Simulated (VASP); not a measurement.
Set up this calculation in VASP 6.6.1, as the native input.

| Quantity | Value |
| --- | --- |
| Task | single point |
| Functional | PBE |
| Potentials or basis | VASP PAW PBE potentials, release 64 (Ta_pv, O) |
| Cutoff | 520 eV |
| k mesh | 6 × 6 × 4 |
| Occupations | gaussian, width 0.1 eV |
| Spin | no spin polarisation |
| Dipole correction | no |
| Further INCAR settings | ALGO = Normal; EDIFF = 1e-06; NBANDS = 33 |

The structure of Ta4O lies in POSCAR:

```
Ta4O
1.0
    3.7197268300      0.0000000000      0.0000000000
   -1.8598634100      3.2213779300      0.0000000000
    0.0000000000      0.0000000000      6.5481230700
Ta O
4 1
Direct
    0.3333333300      0.6666666700      0.7653334400
    0.3333333300      0.6666666700      0.2346665600
    0.6666666700      0.3333333300      0.2346665600
    0.6666666700      0.3333333300      0.7653334400
    0.0000000000      0.0000000000      0.0000000000
```

The cell was built from a structure type or drawn by symmetry, and may not be a known phase.

One way to write it, as run:

INCAR

```
PREC = Accurate ; ENCUT = 520
EDIFF = 1E-6 ; ISMEAR = 0
SIGMA = 0.1 ; LREAL = F
LASPH = T ; NELM = 100
ALGO = Normal ; ISIF = 2
LWAVE = F ; LCHARG = F
GGA = PE ; NBANDS = 33
```

KPOINTS

```
regular mesh
0
Gamma
  6 6 4
```

Potentials or basis: VASP PAW PBE potentials, release 64 (Ta_pv, O).

The run is started by

```bash
$ cat potpaw_PBE.64/Ta_pv/POTCAR potpaw_PBE.64/O/POTCAR > POTCAR
$ mpirun -np 1 vasp_std > vasp.out
```

It gave:

```
Pressure               : 73.1 GPa
Largest force          : 1.525 eV/Å
Band gap on the k mesh : zero (bands 25 and 26 overlap by 1.52 eV)
```

Caveat: the cell stands under pressure; spin-orbit coupling is left out, which moves the levels of the heavy elements; forces of over 1 eV/Å act on the atoms, so gaps and moduli don't describe the material at rest.

Wall time 48 s on 1 thread of Intel Xeon 8259CL (shared host), peak memory 0.21 GiB.
